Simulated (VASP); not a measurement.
# AlPt (P2_13) in VASP: notebook

Runs on AlPt. Level: PBEsol. Tasks: single point.

All numbers are computed with VASP 6.6.1; they aren't measurements. Logs are shortened: lines on timing, memory, paths and dates and some standing lists are left out, and cuts for length are marked.

## 1. The cell of the first run

It takes space group P2_13 (No. 198, cubic). The conventional cell has a = 4.869 Å, b = 4.869 Å, c = 4.869 Å, α = 90.00°, β = 90.00°, γ = 90.00°. Al (site symmetry 3) has 7 Pt at 2.51 to 2.77 Å and 6 Al at 3.01 Å within 3.3 Å. Pt (site symmetry 3) has 7 Al at 2.51 to 2.77 Å and 6 Pt at 3.05 Å within 3.3 Å.

## 2. Single point, PBEsol (atoms displaced along a vibrational mode)

The input, INCAR:

```
ALGO     = Fast           # electronic algorithm
EDIFF    = 1E-6           # SCF threshold, eV
ENCUT    = 520            # plane-wave cutoff, eV
GGA      = PS             # functional
ISIF     = 2              # what is computed and relaxed
ISMEAR   = 0              # smearing method
LASPH    = True           # aspherical terms in the spheres
LCHARG   = False          # write CHGCAR
LREAL    = False          # projectors in reciprocal space
LWAVE    = False          # write WAVECAR
NBANDS   = 36             # bands
NELM     = 80             # most SCF steps
PREC     = Accurate       # precision mode
SIGMA    = 0.15           # smearing width, eV
```

The input, KPOINTS:

```
k-points
0
Gamma
  8 8 8
```

The input, POSCAR:

```
AlPt
1.0
    4.8685043982      0.0000000000      0.0000000000
    0.0000000000      4.8685043982      0.0000000000
    0.0000000000      0.0000000000      4.8685043982
Al Pt
4 4
Direct
    0.8433051502      0.8433051502      0.8433051502
    0.6566948498      0.1566948498      0.3433051502
    0.3433051502      0.6566948498      0.1566948498
    0.1566948498      0.3433051502      0.6566948498
    0.1717711374      0.1717711374      0.1717711374
    0.3282288626      0.8282288626      0.6717711374
    0.6717711374      0.3282288626      0.8282288626
    0.8282288626      0.6717711374      0.3282288626
```

Potentials or basis: VASP PAW PBE potentials, release 64 (Al, Pt).

Run with:

```
> cat potpaw_PBE.64/Al/POTCAR potpaw_PBE.64/Pt/POTCAR > POTCAR
> mpirun -np 1 vasp_std > vasp.out
```

OUTCAR:

```text
EDIFF = 1E-6
   ENCUT = 520
   GGA = PS
   ISIF = 2
   ISMEAR = 0
   LASPH = True
   LREAL = False
   NELM = 80
   PREC = Accurate

 ion  position               nearest neighbor table
   1  0.843  0.843  0.843-   6 2.51   7 2.51   8 2.51   8 2.64   7 2.64   6 2.64   5 2.77   2 3.01
                             3 3.01   4 3.01   4 3.01   3 3.01   2 3.01
   2  0.657  0.157  0.343-   5 2.51   7 2.51   8 2.51   8 2.64   5 2.64   7 2.64   6 2.77   4 3.01
                             1 3.01   1 3.01   3 3.01   3 3.01   4 3.01
   3  0.343  0.657  0.157-   5 2.51   6 2.51   8 2.51   6 2.64   5 2.64   8 2.64   7 2.77   4 3.01
                             1 3.01   4 3.01   2 3.01   1 3.01   2 3.01
   4  0.157  0.343  0.657-   5 2.51   6 2.51   7 2.51   5 2.64   7 2.64   6 2.64   8 2.77   3 3.01
                             1 3.01   3 3.01   1 3.01   2 3.01   2 3.01
   5  0.172  0.172  0.172-   2 2.51   3 2.51   4 2.51   4 2.64   3 2.64   2 2.64   1 2.77   6 3.05
                             6 3.05   7 3.05   8 3.05   8 3.05   7 3.05
   6  0.328  0.828  0.672-   1 2.51   3 2.51   4 2.51   4 2.64   1 2.64   3 2.64   2 2.77   7 3.05
                             8 3.05   5 3.05   5 3.05   7 3.05   8 3.05
   7  0.672  0.328  0.828-   1 2.51   2 2.51   4 2.51   2 2.64   1 2.64   4 2.64   3 2.77   6 3.05
                             8 3.05   8 3.05   6 3.05   5 3.05   5 3.05
   8  0.828  0.672  0.328-   1 2.51   2 2.51   3 2.51   1 2.64   3 2.64   2 2.64   4 2.77   6 3.05
                             7 3.05   7 3.05   5 3.05   5 3.05   6 3.05

  LATTYP: Found a simple cubic cell.
 ALAT       =     4.8685043982

  Lattice vectors:

 A1 = (   4.8685043982,   0.0000000000,   0.0000000000)
 A2 = (   0.0000000000,   4.8685043982,   0.0000000000)
 A3 = (   0.0000000000,   0.0000000000,   4.8685043982)

Analysis of symmetry for initial positions (statically):
=====================================================================
 Subroutine PRICEL returns:
 Original cell was already a primitive cell.

 Routine SETGRP: Setting up the symmetry group for a
 simple cubic supercell.

 Subroutine GETGRP returns: Found 12 space group operations
 (whereof  3 operations were pure point group operations)
 out of a pool of 48 trial point group operations.

The static configuration has the point symmetry C_3 .
 The point group associated with its full space group is T   .

Analysis of symmetry for dynamics (positions and initial velocities):
=====================================================================
 Subroutine PRICEL returns:
 Original cell was already a primitive cell.

 Routine SETGRP: Setting up the symmetry group for a
 simple cubic supercell.

 Subroutine GETGRP returns: Found 12 space group operations
[... 126 lines left out ...]
   PSTRESS=    0.0 pullay stress
   NELECT =      52.0000    total number of electrons
   NUPDOWN=      -1.0000    fix difference up-down
   EMIN   =  10.00;   EMAX   =-10.00  energy-range for DOS
   EFERMI =   0.00;   METHOD = LEGACY
   ISMEAR =     0;   SIGMA  =   0.15  broadening in eV -4-tet -1-fermi 0-gaus
   EFERMI_NEDOS =   21; number of points for ismear=-14 and -15
   IALGO  =     68    algorithm
   IMIX   =      4    mixing-type and parameters
     AMIX     =   0.40;   BMIX     =  1.00
     AMIX_MAG =   1.60;   BMIX_MAG =  1.00
  volume/ion in A,a.u.               =      14.42        97.34
  Fermi-wavevector in a.u.,A,eV,Ry     =   1.255106  2.371806 21.433134  1.575291
  Thomas-Fermi vector in A             =   2.388879
   LORBIT       =      0    0 simple, 1 ext, 2 COOP (PROOUT), +10 PAW based schemes
   GGA     = PS    functional components
   LHFCALC =     F    Hartree Fock is set to
   AEXX    =    0.0000 exact exchange contribution
   IVDW    =     0    specifies the selected vdW correction
   LEPSILON=     F    determine dielectric tensor
   LRPA    =     F    only Hartree local field effects (RPA)
 non-spin polarized calculation
 RMM-DIIS sequential band-by-band and
 Gauss-broadening in eV      SIGMA  =   0.15
  energy-cutoff  :      520.00
  volume of cell :      115.39
 maximum number of plane-waves:      3136
   NGX = 19   NGY = 19   NGZ = 19

 number of electron      52.0000013 magnetization

 Free energy of the ion-electron system (eV)
  ---------------------------------------------------
  ext. energy  EPLUGINS =         0.00000000
  ---------------------------------------------------
  free energy    TOTEN  =       -52.30665051 eV

  energy without entropy =      -52.28851526  energy(sigma->0) =      -52.29758288

 E-fermi :  10.4095     XC(G=0): -12.2971

 val. band max:       10.3641061234   @ k =   0.2500   0.1250   0.1250
 cond. band min:      10.4283108833   @ k =   0.3750   0.3750   0.0000
 fundamental gap:      0.0642047599
 Fermi energy:        10.4094666728

 k-point     1 :       0.0000    0.0000    0.0000
  band No.  band energies     occupation
      1      -0.7906      2.00000
      2       3.3636      2.00000
      3       3.3636      2.00000
      4       3.3636      2.00000
      5       5.0656      2.00000
      6       5.0656      2.00000
[... 925 lines left out ...]
     35      15.9560      0.00000
     36      17.4485      0.00000

 [... further k-points ...]

------------------------ aborting loop because EDIFF is reached ----------------------------------------

  FORCE on cell =-STRESS in cart. coord.  units (eV):
  Direction    XX          YY          ZZ          XY          YZ          ZX
  --------------------------------------------------------------------------------------
  -------------------------------------------------------------------------------------
  Total        1.6170072      1.6170072      1.6170072      0.0000000     -0.0000000      0.0000000
  in kB       22.4510082     22.4510082     22.4510082      0.0000000     -0.0000000      0.0000000
  external PRESSURE =      22.4510082 kB  Pullay stress =       0.0000000 kB

 VOLUME and BASIS-vectors are now :
 -----------------------------------------------------------------------------
  energy-cutoff  :      520.00
  volume of cell :      115.39
      direct lattice vectors                 reciprocal lattice vectors
     4.868504398  0.000000000  0.000000000     0.205401889  0.000000000  0.000000000
     0.000000000  4.868504398  0.000000000     0.000000000  0.205401889  0.000000000
     0.000000000  0.000000000  4.868504398     0.000000000  0.000000000  0.205401889

 POSITION                                       TOTAL-FORCE (eV/Angst)
 -----------------------------------------------------------------------------------
      4.10563      4.10563      4.10563        -0.098812     -0.098812     -0.098812
      3.19712      0.76287      1.67138         0.098812      0.098812     -0.098812
      1.67138      3.19712      0.76287        -0.098812      0.098812      0.098812
      0.76287      1.67138      3.19712         0.098812     -0.098812      0.098812
      0.83627      0.83627      0.83627        -0.727694     -0.727694     -0.727694
      1.59798      4.03224      3.27052         0.727694      0.727694     -0.727694
      3.27052      1.59798      4.03224        -0.727694      0.727694      0.727694
      4.03224      3.27052      1.59798         0.727694     -0.727694      0.727694
 -----------------------------------------------------------------------------------
    total drift:                               -0.000000     -0.000000      0.000000

  FREE ENERGIE OF THE ION-ELECTRON SYSTEM (eV)
  ---------------------------------------------------
  free  energy   TOTEN  =       -52.3066505061 eV

  energy  without entropy=      -52.2885152609  energy(sigma->0) =      -52.29758288
```

stdout:

```text
POSCAR found type information on POSCAR AlPt
 POSCAR found :  2 types and       8 ions
 scaLAPACK will be used
 -----------------------------------------------------------------------------
|                                                                             |
|                                                                             |
|     You enforced a specific xc type in the INCAR file but a different       |
|     I HOPE YOU KNOW WHAT YOU ARE DOING!                                     |
|                                                                             |
 -----------------------------------------------------------------------------

 LDA part: xc-table for (Slater+PW92), standard interpolation
 POSCAR, INCAR and KPOINTS ok, starting setup
 FFT: planning ... GRIDC
 FFT: planning ... GRID_SOFT
 FFT: planning ... GRID
 WAVECAR not read
 entering main loop
```

Run time: 62 s. Hardware: 1 thread of Intel Xeon 6975P-C (Granite Rapids), shared host; peak memory 0.3 GiB.

What came out:

```yaml
Free_energy: -52.3067 eV
Pressure: 2.2 GPa
Largest_force: 1.260 eV/Å
Band_gap_on_the_k_mesh: zero (bands 26 and 27 overlap by 1.42 eV)
```

Forces in eV/Å, atoms in the order of the input:
```
Al  -0.099 -0.099 -0.099
Al   0.099  0.099 -0.099
Al  -0.099  0.099  0.099
Al   0.099 -0.099  0.099
Pt  -0.728 -0.728 -0.728
Pt   0.728  0.728 -0.728
Pt  -0.728  0.728  0.728
Pt   0.728 -0.728  0.728
```

Caveat: the cell differs from its parent crystal (atoms displaced along a vibrational mode); the PAW data sets were made with another functional, which shifts forces and pressure a little; spin-orbit coupling is left out, which moves the levels of the heavy elements.

## 3. Single point, PBEsol (atoms displaced along a vibrational mode)

The input, INCAR:

```
  PREC = Accurate
  ENCUT = 520
  EDIFF = 1E-7
  ISMEAR = 0
  SIGMA = 0.15
  LREAL = F
  LASPH = T
  NELM = 100
  ALGO = Fast
  ISIF = 2
  LWAVE = F
  LCHARG = F
  GGA = PS
  NBANDS = 36
```

The input, KPOINTS:

```
regular mesh
0
Gamma
  8 8 8
```

The input, POSCAR:

```
AlPt
1.0
    4.8685043982      0.0000000000      0.0000000000
    0.0000000000      4.8685043982      0.0000000000
    0.0000000000      0.0000000000      4.8685043982
Al Pt
4 4
Direct
    0.8447494630      0.8447494630      0.8447494630
    0.6552505370      0.1552505370      0.3447494630
    0.3447494630      0.6552505370      0.1552505370
    0.1552505370      0.3447494630      0.6552505370
    0.1421239284      0.1421239284      0.1421239284
    0.3578760716      0.8578760716      0.6421239284
    0.6421239284      0.3578760716      0.8578760716
    0.8578760716      0.6421239284      0.3578760716
```

Potentials or basis: VASP PAW PBE potentials, release 64 (Al, Pt).

Run with:

```
> cat potpaw_PBE.64/Al/POTCAR potpaw_PBE.64/Pt/POTCAR > POTCAR
> mpirun -np 1 vasp_std > vasp.out
```

Wall time 72 s (1 thread of Intel Xeon 6975P-C (Granite Rapids), shared host); peak memory 0.29 GiB.

The run converged. Its results:

```yaml
Free_energy: -52.5245 eV
Pressure: 1.0 GPa
Largest_force: 0.628 eV/Å
Band_gap_on_the_k_mesh: zero (bands 26 and 27 overlap by 1.05 eV)
```

Forces on the atoms (eV/Å):
```
Al  -0.060 -0.060 -0.060
Al   0.060  0.060 -0.060
Al  -0.060  0.060  0.060
Al   0.060 -0.060  0.060
Pt   0.363  0.363  0.363
Pt  -0.363 -0.363  0.363
Pt   0.363 -0.363 -0.363
Pt  -0.363  0.363 -0.363
```

Levels at points of the mesh, in eV from the Fermi level:
| k point | band 22 | band 23 | band 24 | band 25 | band 26 | band 27 | band 28 | band 29 | band 30 | band 31 |
| --- | --- | --- | --- | --- | --- | --- | --- | --- | --- | --- |
| (0.00, 0.00, 0.00) | -1.75 | -1.75 | -1.75 | -0.13 | -0.13 | -0.13 | 4.29 | 4.29 | 4.29 | 4.54 |
| (0.50, 0.00, 0.00) | -2.45 | -1.49 | -1.49 | -0.83 | -0.83 | 1.22 | 1.22 | 2.60 | 2.60 | 4.48 |
| (0.50, 0.50, 0.00) | -2.51 | -2.28 | -2.28 | 0.27 | 0.27 | 1.26 | 1.26 | 2.73 | 2.73 | 3.15 |
| (0.50, 0.50, 0.50) | -2.53 | -2.53 | -2.53 | -0.78 | -0.78 | -0.78 | -0.78 | 6.24 | 6.24 | 6.24 |

Caveat: the cell differs from its parent crystal (atoms displaced along a vibrational mode); the PAW data sets were made with another functional, which shifts forces and pressure a little; spin-orbit coupling is left out, which moves the levels of the heavy elements.

[end of part 1 of 2]
